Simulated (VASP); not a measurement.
# AlSnH4 (P4/mmm) in VASP: further runs

The runs below take AlSnH4 through single point, relaxation of cell and atoms, with PBE.

Everything below comes from runs of VASP 6.6.1. Logs are shortened: lines on timing, memory, paths and dates and some standing lists are left out, and cuts for length are marked.

**1. The cell of the first run**

The structure is tetragonal, space group P4/mmm (No. 123). Conventional cell: a = 3.400 Å, b = 3.400 Å, c = 5.964 Å, α = 90.00°, β = 90.00°, γ = 90.00°. Within 2.3 Å of Al (site symmetry 4/mmm) lie 6 H at 1.70 to 1.75 Å. Within 3.6 Å of Sn (site symmetry 4/mmm) lie 16 H at 2.70 to 3.43 Å and 4 Sn at 3.40 Å. Within 2.3 Å of H (site symmetry 4mm) lie 1 Al at 1.75 Å. Within 2.3 Å of H (site symmetry mmm) lie 2 Al at 1.70 Å.

**2. Single point, PBE**

File INCAR:

```
  PREC = Accurate
  ENCUT = 520
  EDIFF = 1E-6
  ISMEAR = 0
  SIGMA = 0.1
  LREAL = False
  LASPH = True
  NELM = 80
  ALGO = Normal
  ISIF = 2
  LWAVE = False
  LCHARG = False
  GGA = PE
  NBANDS = 20
```

File KPOINTS:

```
Automatic mesh
0
Gamma
  4 4 4
```

File POSCAR:

```
AlSnH4
1.0
    3.4000882943      0.0000000000      0.0000000000
    0.0000000000      3.4000882943      0.0000000000
    0.0000000000      0.0000000000      5.9644067624
Al Sn H
1 1 4
Direct
    0.0000000000      0.0000000000      0.0000000000
    0.5000000000      0.5000000000      0.5000000000
    0.0000000000      0.0000000000      0.7062680874
    0.5000000000      0.0000000000      0.0000000000
    0.0000000000      0.5000000000      0.0000000000
    0.0000000000      0.0000000000      0.2937319126
```

Potentials or basis: VASP PAW PBE potentials, release 64 (Al, Sn_d, H).

On the command line:

```sh
cat potpaw_PBE.64/Al/POTCAR potpaw_PBE.64/Sn_d/POTCAR potpaw_PBE.64/H/POTCAR > POTCAR
mpirun -np 1 vasp_std > vasp.out
```

OUTCAR:

```text
PREC = Accurate
   ENCUT = 520
   EDIFF = 1E-6
   ISMEAR = 0
   LREAL = False
   LASPH = True
   NELM = 80
   ISIF = 2
   GGA = PE

 ion  position               nearest neighbor table
   1  0.000  0.000  0.000-   4 1.70   5 1.70   5 1.70   4 1.70   3 1.75   6 1.75
   2  0.500  0.500  0.500-
   3  0.000  0.000  0.706-   1 1.75
   4  0.500  0.000  0.000-   1 1.70   1 1.70
   5  0.000  0.500  0.000-   1 1.70   1 1.70
   6  0.000  0.000  0.294-   1 1.75

  LATTYP: Found a simple tetragonal cell.
 ALAT       =     3.4000882943
 C/A-ratio  =     1.7541917286

  Lattice vectors:

 A1 = (   3.4000882943,   0.0000000000,   0.0000000000)
 A2 = (   0.0000000000,   3.4000882943,   0.0000000000)
 A3 = (   0.0000000000,   0.0000000000,   5.9644067624)

Analysis of symmetry for initial positions (statically):
=====================================================================
 Subroutine PRICEL returns:
 Original cell was already a primitive cell.

 Routine SETGRP: Setting up the symmetry group for a
 simple tetragonal supercell.

 Subroutine GETGRP returns: Found 16 space group operations
 (whereof 16 operations were pure point group operations)
 out of a pool of 16 trial point group operations.

The static configuration has the point symmetry D_4h.

Analysis of symmetry for dynamics (positions and initial velocities):
=====================================================================
 Subroutine PRICEL returns:
 Original cell was already a primitive cell.

 Routine SETGRP: Setting up the symmetry group for a
 simple tetragonal supercell.

 Subroutine GETGRP returns: Found 16 space group operations
 (whereof 16 operations were pure point group operations)
 out of a pool of 16 trial point group operations.

The dynamic configuration has the point symmetry D_4h.

 Subroutine INISYM returns: Found 16 space group operations
 (whereof 16 operations are pure point group operations),
 and found     1 'primitive' translations

----------------------------------------------------------------------------------------

                                     Primitive cell

  volume of cell :      68.9521

  direct lattice vectors                    reciprocal lattice vectors
     3.400088294  0.000000000  0.000000000     0.294110009  0.000000000  0.000000000
     0.000000000  3.400088294  0.000000000     0.000000000  0.294110009  0.000000000
     0.000000000  0.000000000  5.964406762     0.000000000  0.000000000  0.167661268

  length of vectors
     3.400088294  3.400088294  5.964406762     0.294110009  0.294110009  0.167661268

  position of ions in fractional coordinates (direct lattice)
     0.000000000  0.000000000  0.000000000
     0.500000000  0.500000000  0.500000000
     0.000000000  0.000000000  0.706268087
     0.500000000  0.000000000  0.000000000
     0.000000000  0.500000000  0.000000000
     0.000000000  0.000000000  0.293731913

  ion indices of the primitive-cell ions
   primitive index   ion index
                 1           1
                 2           2
                 3           3
                 4           4
                 5           5
                 6           6

----------------------------------------------------------------------------------------

 KPOINTS: Automatic mesh

Automatic generation of k-mesh.
 Grid dimensions read from file:
 generate k-points for:    4    4    4

 Generating k-lattice:

  Cartesian coordinates                     Fractional coordinates (reciprocal lattice)
     0.073527502  0.000000000  0.000000000     0.250000000  0.000000000  0.000000000
     0.000000000  0.073527502  0.000000000     0.000000000  0.250000000  0.000000000
     0.000000000  0.000000000  0.041915317     0.000000000  0.000000000  0.250000000

  Length of vectors
     0.073527502  0.073527502  0.041915317

  Shift w.r.t. Gamma in fractional coordinates (k-lattice)
     0.000000000  0.000000000  0.000000000

 Subroutine IBZKPT returns following result:
 ===========================================

 Found     18 irreducible k-points:

 Following reciprocal coordinates:
            Coordinates               Weight
  0.000000  0.000000  0.000000      1.000000
  0.250000  0.000000  0.000000      4.000000
  0.500000  0.000000  0.000000      2.000000
  0.250000  0.250000  0.000000      4.000000
  0.500000  0.250000  0.000000      4.000000
  0.500000  0.500000  0.000000      1.000000
[... 10 lines left out ...]
  0.500000  0.250000  0.500000      4.000000
  0.500000  0.500000  0.500000      1.000000
   k-points           NKPTS =     18   k-points in BZ     NKDIM =     18   number of bands    NBANDS=     20
   number of dos      NEDOS =    301   number of ions     NIONS =      6
   total plane-waves  NPLWV =  37632
   dimension x,y,z NGX =    28 NGY =   28 NGZ =   48
   dimension x,y,z NGXF=    56 NGYF=   56 NGZF=   96
   ions per type =               1   1   4
   NGX,Y,Z   is equivalent  to a cutoff of  13.69, 13.69, 13.38 a.u.
   NGXF,Y,Z  is equivalent  to a cutoff of  27.38, 27.38, 26.76 a.u.
 SYSTEM =  unknown system
   PREC   = accura    normal or accurate (medium, high low for compatibility)
   ISTART =      0    job   : 0-new  1-cont  2-samecut
   ICHARG =      2    charge: 1-file 2-atom 10-const
   ISPIN  =      1    spin polarized calculation?
   LNONCOLLINEAR =      F non collinear calculations
   LSORBIT =      F    spin-orbit coupling
   LASPH  =      T    aspherical Exc in radial PAW
   ENCUT  =  520.0 eV  38.22 Ry    6.18 a.u.   6.32  6.32 11.09*2*pi/ulx,y,z
   NELM   =     80;   NELMIN=  2; NELMDL= -5     # of ELM steps
   EDIFF  = 0.1E-05   stopping-criterion for ELM
   LREAL  =      F    real-space projection
   EDIFFG = 0.1E-04   stopping-criterion for IOM
   NSW    =      0    number of steps for IOM
   IBRION =     -1    ionic relax: 0-MD 1-quasi-New 2-CG
   NFREE  =      0    steps in history (QN), initial steepest desc. (CG)
   ISIF   =      2    stress and relaxation
   ISYM   =      2    0-nonsym 1-usesym 2-fastsym
   POTIM  = 0.5000    time-step for ionic-motion
   TEBEG  =    0.0;   TEEND  =   0.0 temperature during run
   PSTRESS=    0.0 pullay stress
   NELECT =      21.0000    total number of electrons
   NUPDOWN=      -1.0000    fix difference up-down
   EMIN   =  10.00;   EMAX   =-10.00  energy-range for DOS
   EFERMI =   0.00;   METHOD = LEGACY
   ISMEAR =     0;   SIGMA  =   0.10  broadening in eV -4-tet -1-fermi 0-gaus
   EFERMI_NEDOS =   21; number of points for ismear=-14 and -15
   IALGO  =     38    algorithm
   IMIX   =      4    mixing-type and parameters
     AMIX     =   0.40;   BMIX     =  1.00
     AMIX_MAG =   1.60;   BMIX_MAG =  1.00
  volume/ion in A,a.u.               =      11.49        77.55
  Fermi-wavevector in a.u.,A,eV,Ry     =   1.101452  2.081442 16.506526  1.213195
  Thomas-Fermi vector in A             =   2.237879
   LORBIT       =      0    0 simple, 1 ext, 2 COOP (PROOUT), +10 PAW based schemes
   GGA     = PE    functional components
   LHFCALC =     F    Hartree Fock is set to
   AEXX    =    0.0000 exact exchange contribution
   IVDW    =     0    specifies the selected vdW correction
   LEPSILON=     F    determine dielectric tensor
   LRPA    =     F    only Hartree local field effects (RPA)
 non-spin polarized calculation
 Gauss-broadening in eV      SIGMA  =   0.10
  energy-cutoff  :      520.00
  volume of cell :       68.95
 maximum number of plane-waves:      1880
 NGX is ok and might be reduce to    28
   NGX = 13   NGY = 13   NGZ = 23

 number of electron      20.9999998 magnetization

 Free energy of the ion-electron system (eV)
  ---------------------------------------------------
  ext. energy  EPLUGINS =         0.00000000
  ---------------------------------------------------
  free energy    TOTEN  =       -19.41687494 eV

  energy without entropy =      -19.40232603  energy(sigma->0) =      -19.40960048

 E-fermi :   4.8100     XC(G=0):  -9.2681

 val. band max:        4.7986274491   @ k =   0.5000   0.0000   0.2500
 cond. band min:       4.8541161480   @ k =   0.5000   0.2500   0.5000
 fundamental gap:      0.0554886990
 Fermi energy:         4.8099504748

 k-point     1 :       0.0000    0.0000    0.0000
  band No.  band energies     occupation
      1     -17.5360      2.00000
      2     -17.4718      2.00000
      3     -17.4389      2.00000
      4     -17.4389      2.00000
      5     -17.3219      2.00000
      6      -6.0640      2.00000
[... 12 lines left out ...]
     19      14.2939      0.00000
     20      14.2939      0.00000

 k-point     2 :       0.2500    0.0000    0.0000
  band No.  band energies     occupation
      1     -17.5244      2.00000
      2     -17.4608      2.00000
      3     -17.4370      2.00000
      4     -17.4181      2.00000
      5     -17.3405      2.00000
      6      -5.2893      2.00000
[... 12 lines left out ...]
     19      14.9179      0.00000
     20      16.0537      0.00000

 k-point     3 :       0.5000    0.0000    0.0000
  band No.  band energies     occupation
      1     -17.5186      2.00000
      2     -17.4826      2.00000
      3     -17.4352      2.00000
      4     -17.3589      2.00000
      5     -17.3583      2.00000
      6      -3.3240      2.00000
[... 12 lines left out ...]
     19      14.9776      0.00000
     20      15.1509      0.00000

 k-point     4 :       0.2500    0.2500    0.0000
  band No.  band energies     occupation
      1     -17.5000      2.00000
      2     -17.4591      2.00000
      3     -17.4573      2.00000
      4     -17.3767      2.00000
      5     -17.3624      2.00000
      6      -4.5201      2.00000
[... 291 lines left out ...]
 k-point    17 :       0.5000    0.2500    0.5000
  band No.  band energies     occupation
      1     -17.4868      2.00000
      2     -17.4793      2.00000
      3     -17.4556      2.00000
      4     -17.3843      2.00000
      5     -17.3235      2.00000
      6      -2.1320      2.00000
[... 12 lines left out ...]
     19      14.8989      0.00000
     20      15.1683      0.00000

 k-point    18 :       0.5000    0.5000    0.5000
  band No.  band energies     occupation
      1     -17.4759      2.00000
      2     -17.4759      2.00000
      3     -17.4661      2.00000
      4     -17.4094      2.00000
      5     -17.2773      2.00000
      6      -0.3965      2.00000
[... 12 lines left out ...]
     19      11.9781      0.00000
     20      11.9781      0.00000

------------------------ aborting loop because EDIFF is reached ----------------------------------------

  FORCE on cell =-STRESS in cart. coord.  units (eV):
  Direction    XX          YY          ZZ          XY          YZ          ZX
  --------------------------------------------------------------------------------------
  -------------------------------------------------------------------------------------
  Total       -0.1120082     -0.1120082     -0.1106114      0.0000000     -0.0000000     -0.0000000
  in kB       -2.6026330     -2.6026330     -2.5701759      0.0000000     -0.0000000     -0.0000000
  external PRESSURE =      -2.5918140 kB  Pullay stress =       0.0000000 kB

 VOLUME and BASIS-vectors are now :
 -----------------------------------------------------------------------------
  energy-cutoff  :      520.00
  volume of cell :       68.95
      direct lattice vectors                 reciprocal lattice vectors
     3.400088294  0.000000000  0.000000000     0.294110009  0.000000000  0.000000000
     0.000000000  3.400088294  0.000000000     0.000000000  0.294110009  0.000000000
     0.000000000  0.000000000  5.964406762     0.000000000  0.000000000  0.167661268

 POSITION                                       TOTAL-FORCE (eV/Angst)
 -----------------------------------------------------------------------------------
      0.00000      0.00000      0.00000         0.000000      0.000000      0.000000
      1.70004      1.70004      2.98220         0.000000      0.000000      0.000000
      0.00000      0.00000      4.21247         0.000000      0.000000     -0.009389
      1.70004      0.00000      0.00000         0.000000      0.000000      0.000000
      0.00000      1.70004      0.00000         0.000000      0.000000      0.000000
      0.00000      0.00000      1.75194         0.000000     -0.000000      0.009389
 -----------------------------------------------------------------------------------
    total drift:                                0.000000      0.000000      0.000000

  FREE ENERGIE OF THE ION-ELECTRON SYSTEM (eV)
  ---------------------------------------------------
  free  energy   TOTEN  =       -19.4168749420 eV

  energy  without entropy=      -19.4023260279  energy(sigma->0) =      -19.40960048
```

It took 38 s on 1 thread of Intel Xeon 8259CL, shared host; peak memory 0.19 GiB.

Results:

* Free energy: -19.4169 eV
* Pressure: -0.3 GPa
* Largest force: 0.009 eV/Å
* Band gap on the k mesh: zero (an odd number of electrons rules out a gap without spin polarisation)

Forces on the atoms (eV/Å):
```
Al   0.000  0.000  0.000
Sn   0.000  0.000  0.000
H    0.000  0.000 -0.009
H    0.000  0.000  0.000
H    0.000  0.000  0.000
H    0.000  0.000  0.009
```

Caveat: the k points lie up to 0.46 Å⁻¹ apart, too coarse for converged energies and pressures of a metal; spin-orbit coupling is left out, which moves the levels of the heavy elements.

**3. Single point, PBE**

This run uses another cell than the first one, of 17.79 Å³/atom.

File INCAR:

```
SYSTEM = AlSnH4
ALGO = Normal
EDIFF = 1E-6
ENCUT = 520
GGA = PE
ISIF = 2
ISMEAR = 0
LASPH = .TRUE.
LCHARG = .FALSE.
LREAL = .FALSE.
LWAVE = .FALSE.
NBANDS = 20
NELM = 100
PREC = Accurate
SIGMA = 0.1
```

File KPOINTS:

```
k-points
0
G
  4 4 4
  0 0 0
```

File POSCAR:

```
AlSnH4
1.0
    4.0560818200      0.0000000000      0.0000000000
    0.0000000000      4.0560818200      0.0000000000
    0.0000000000      0.0000000000      6.4865017900
Al Sn H
1 1 4
Direct
    0.0000000000      0.0000000000      0.0000000000
    0.5000000000      0.5000000000      0.5000000000
    0.0000000000      0.0000000000      0.6841862900
    0.5000000000      0.0000000000      0.0000000000
    0.0000000000      0.5000000000      0.0000000000
    0.0000000000      0.0000000000      0.3158137100
```

Potentials or basis: VASP PAW PBE potentials, release 64 (Al, Sn_d, H).

On the command line:

```sh
cat potpaw_PBE.64/Al/POTCAR potpaw_PBE.64/Sn_d/POTCAR potpaw_PBE.64/H/POTCAR > POTCAR
mpirun -np 1 vasp_std > vasp.out
```

Run time: 61 s. Hardware: 1 thread of Intel Xeon 8259CL, shared host; peak memory 0.21 GiB.

The run converged. Its results:

| Property | Result |
| --- | --- |
| Free energy | -17.3253 eV |
| Pressure | -11.0 GPa |
| Largest force | 1.033 eV/Å |
| Band gap on the k mesh | zero (an odd number of electrons rules out a gap without spin polarisation) |

Forces in eV/Å, atoms in the order of the input:
```
Al   0.000  0.000  0.000
Sn   0.000  0.000  0.000
H    0.000  0.000  1.033
H    0.000  0.000  0.000
H    0.000  0.000  0.000
H    0.000  0.000 -1.033
```

Stress tensor (GPa, compression positive):
```
-12.01   0.00   0.00
  0.00 -12.01   0.00
  0.00   0.00  -8.98
```

Levels at points of the mesh, in eV from the Fermi level:
```csv
k point,band 7,band 8,band 9,band 10,band 11,band 12,band 13,band 14
"(0.00, 0.00, 0.00)",-6.23,-3.54,-1.34,-1.24,1.55,1.55,1.63,3.73
"(0.50, 0.00, 0.00)",-6.10,-3.71,-2.93,-2.55,-0.15,0.90,2.54,3.83
"(0.50, 0.50, 0.00)",-4.46,-3.67,-3.67,-2.13,-0.81,-0.81,0.09,0.88
"(0.00, 0.00, 0.50)",-7.07,-2.32,-1.43,-1.23,1.23,1.78,1.78,3.15
"(0.50, 0.00, 0.50)",-5.76,-4.48,-4.07,-0.79,0.68,1.04,2.58,3.86
"(0.50, 0.50, 0.50)",-3.99,-3.56,-3.56,-3.32,-1.19,-1.19,0.41,1.81
```

Caveat: the k points lie up to 0.39 Å⁻¹ apart, too coarse for converged energies and pressures of a metal; spin-orbit coupling is left out, which moves the levels of the heavy elements; forces of over 1 eV/Å act on the atoms, so gaps and moduli don't describe the material at rest.

**4. Single point, PBE**

This run uses another cell than the first one, of 11.14 Å³/atom.

File INCAR:

```
  PREC = Accurate
  ENCUT = 520
  EDIFF = 1E-6
  ISMEAR = 0
  SIGMA = 0.1
  LREAL = F
  LASPH = T
  NELM = 80
  ALGO = Normal
  ISIF = 2
  LWAVE = F
  LCHARG = F
  GGA = PE
  NBANDS = 20
```

File KPOINTS:

```
regular mesh
0
Gamma
  6 6 4
```

File POSCAR:

```
AlSnH4
1.0
    3.4068943912      0.0000000000      0.0000000000
    0.0000000000      3.4068943912      0.0000000000
    0.0000000000      0.0000000000      5.7592666506
Al Sn H
1 1 4
Direct
    0.0000000000      0.0000000000      0.0000000000
    0.5000000000      0.5000000000      0.5000000000
    0.0000000000      0.0000000000      0.6932187490
    0.5000000000      0.0000000000      0.0000000000
    0.0000000000      0.5000000000      0.0000000000
    0.0000000000      0.0000000000      0.3067812510
```

On the command line:

```sh
cat potpaw_PBE.64/Al/POTCAR potpaw_PBE.64/Sn_d/POTCAR potpaw_PBE.64/H/POTCAR > POTCAR
mpirun -np 1 vasp_std > vasp.out
```

Run time: 76 s. Hardware: 1 thread of Intel Xeon 8259CL, shared host; peak memory 0.2 GiB.

The run converged. Its results:

* Free energy: -19.4686 eV
* Pressure: -0.2 GPa
* Largest force: 0.009 eV/Å
* Band gap on the k mesh: zero (an odd number of electrons rules out a gap without spin polarisation)

Forces on the atoms (eV/Å):
```
Al   0.000  0.000  0.000
Sn   0.000  0.000  0.000
H    0.000  0.000  0.009
H    0.000  0.000  0.000
H    0.000  0.000  0.000
H    0.000  0.000 -0.009
```

Stress tensor (GPa, compression positive):
```
-0.06  0.00  0.00
 0.00 -0.06  0.00
 0.00  0.00 -0.35
```

Levels at points of the mesh, in eV from the Fermi level:
```tsv
k point	band 8	band 9	band 10	band 11	band 12	band 13
(0.00, 0.00, 0.00)	-5.77	-2.13	-0.61	2.69	2.69	3.22
(0.50, 0.00, 0.00)	-5.15	-4.43	-4.01	-0.78	1.79	5.32
(0.50, 0.50, 0.00)	-5.56	-5.00	-3.19	-1.32	-1.32	1.12
(0.00, 0.00, 0.50)	-2.75	-2.12	-1.74	2.67	3.44	3.44
(0.50, 0.00, 0.50)	-6.66	-6.38	-1.52	1.09	1.59	5.53
(0.50, 0.50, 0.50)	-4.89	-4.78	-4.61	-2.01	-2.01	0.16
```

Caveat: spin-orbit coupling is left out, which moves the levels of the heavy elements.

[end of part 1 of 2]

The gap in the log of VASP goes by the Fermi energy; the results here count the filled bands.